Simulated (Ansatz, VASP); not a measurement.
# Two plane-wave programs on Cd

INCAR

```
SYSTEM = Cd
  PREC = Accurate
  ENCUT = 520
  EDIFF = 1E-7
  ISMEAR = 0
  SIGMA = 0.1
  LREAL = .False.
  LASPH = .True.
  NELM = 100
  ALGO = Fast
  ISIF = 2
  LWAVE = .False.
  LCHARG = .True.
  GGA = PE
  LELF = .True.
  LVHAR = .True.
  NBANDS = 12
```

Contents of KPOINTS:

```
regular mesh
0
Gamma
  16 16 16
  0 0 0
```

POSCAR

```
Cd
1.0
    0.0000000000      2.3064542915      2.3064542915
    2.3064542915      0.0000000000      2.3064542915
    2.3064542915      2.3064542915      0.0000000000
Cd
1
Direct
    0.0000000000      0.0000000000      0.0000000000
```

Input for Ansatz:

```yaml
crystal:
  lattice:
    - [0.0, 2.3064542915, 2.3064542915]
    - [2.3064542915, 0.0, 2.3064542915]
    - [2.3064542915, 2.3064542915, 0.0]
  atoms:
    - { symbol: Cd, position: [0.0, 0.0, 0.0] }
basis:
  ecutwfc: 420
kpoints:
  mp_grid: { grid: [16, 16, 16] }
hamiltonian:
  xc: pbe
scf:
  occupations: { method: gaussian, width: 0.1 }
output:
  forces: true
  stress: true
  eigenvalues: true
```

Alike in both runs: task single point; functional PBE; k mesh 16 × 16 × 16; occupations gaussian, width 0.1 eV; no spin polarisation.

|  | VASP | Ansatz |
| --- | --- | --- |
| version | VASP 6.6.1 | Ansatz 0.2.0 |
| potentials or method | VASP PAW PBE potentials, release 64 (Cd), cutoff 520 eV | scalar-relativistic, plane waves, PAW |
| valence electrons in the cell | 12 | 20 |

```csv
,VASP,Ansatz,Ansatz less VASP
gap on the k mesh at the Fermi level (eV),none,none,-
pressure (GPa),-2.2,-2.4,-0.16
```

A gap of «none» marks a metal or a gap that the smearing closes. VASP's potentials hold 12 valence electrons a cell and Ansatz's 20, so a difference there can come from the potentials and not from the codes.
